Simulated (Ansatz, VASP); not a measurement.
Sr in VASP and in Ansatz

```
Sr
1.0
     0.00000    3.05211    3.05211
     3.05211    0.00000    3.05211
     3.05211    3.05211    0.00000
Sr
1
Direct
  0.00000 0.00000 0.00000
```

Alike in both runs: task single point; functional r2SCAN; k mesh 9 × 9 × 9; no spin polarisation.

```csv
,VASP,Ansatz
version,VASP 6.6.1,Ansatz 0.2.0
potentials or method,"VASP PAW PBE potentials, release 64 (Sr_sv), cutoff 520 eV","plane waves (500 eV) with PAW, scalar-relativistic"
occupations,"methfessel-paxton of order 1, width 0.03 eV","cold, width 0.03 eV"
valence electrons in the cell,10,10
```

|  | VASP | Ansatz | Ansatz less VASP |
| --- | --- | --- | --- |
| pressure (GPa) | -0.1 | -0.1 | +0.01 |

VASP's potentials were made for PBE, not for r2SCAN.
